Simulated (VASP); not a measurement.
Write the native input for VASP 6.6.1 that does the following.

- Task: single point
- Functional: PBEsol
- Potentials or basis: VASP PAW PBE potentials, release 64 (Cu)
- Cutoff: 520 eV
- k mesh: 10 × 10 × 1
- Occupations: fermi-dirac, width 0.1 eV
- Spin: no spin polarisation
- Dipole correction: no
- Further INCAR settings: ALGO = Normal; EDIFF = 1e-06; NBANDS = 42

The structure of Cu lies in POSCAR:

```
Cu
1.0
    2.5036582200      0.0000000000      0.0000000000
   -1.2518291100      2.1682316200      0.0000000000
    0.0000000000      0.0000000000     24.5755892700
Cu
6
Direct
    0.0000000000      0.0000000000      0.3737644501
    0.6666666699      0.3333333318      0.2896144199
    0.3333333324      0.6666666728      0.4579908598
    0.0000000000      0.0000000000      0.6262355499
    0.6666666699      0.3333333318      0.5420091402
    0.3333333324      0.6666666728      0.7103855801
```

The input as run:

INCAR

```
SYSTEM = Cu
PREC = Accurate ; ENCUT = 520
EDIFF = 1E-6 ; ISMEAR = -1
SIGMA = 0.1 ; LREAL = .False.
LASPH = .True. ; NELM = 80
ALGO = Normal ; ISIF = 2
LWAVE = .False. ; LCHARG = .True.
GGA = PS ; LELF = .True.
LVHAR = .True. ; NBANDS = 42
```

KPOINTS

```
regular mesh
0
Gamma
  10 10 1
  0 0 0
```

Potentials or basis: VASP PAW PBE potentials, release 64 (Cu).

Launch:

```bash
$ cat potpaw_PBE.64/Cu/POTCAR > POTCAR
$ mpirun -np 1 vasp_std > vasp.out
```

It gave:

The largest force is 0.064 eV/Å. The band gap on the k mesh is zero (band 33 reaches 4.63 eV, above the bottom of band 34 at -0.01 eV).

Caveat: the PAW data sets were made with another functional, which shifts forces and pressure a little.

Run time: 120 s on 1 thread of Intel(R) Xeon(R) Platinum 8375C CPU @ 2.90GHz (Ice Lake), on a shared host, peak memory 0.28 GiB.
